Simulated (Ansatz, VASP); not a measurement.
## AsPt in VASP and in Ansatz

```xyz
4
Lattice="0.0000 3.3827 3.3827 3.3827 0.0000 3.3827 3.3827 3.3827 0.0000" Properties=species:S:1:pos:R:3 pbc="T T T"
As    3.3827    3.3827    3.3827
As    5.0741    5.0741    5.0741
Pt    0.0000    0.0000    0.0000
Pt    1.6914    1.6914    1.6914
```

Alike in both runs: task single point; functional PBE; k mesh 6 × 6 × 6; occupations gaussian, width 0.1 eV; no spin polarisation.

|  | VASP | Ansatz |
| --- | --- | --- |
| version | VASP 6.6.1 | Ansatz 0.2.0 |
| potentials or method | VASP PAW PBE potentials, release 64 (As, Pt), cutoff 500 eV | scalar-relativistic, plane waves, PAW |
| valence electrons in the cell | 30 | 66 |

|  | VASP | Ansatz | Ansatz less VASP |
| --- | --- | --- | --- |
| gap on the k mesh at the Fermi level (eV) | none | none | - |
| pressure (GPa) | -13.8 | -13.7 | +0.10 |

A gap of «none» marks a metal or a gap that the smearing closes. VASP's potentials hold 30 valence electrons a cell and Ansatz's 66, so a difference there can come from the potentials and not from the codes.

Spin-orbit coupling is off throughout.
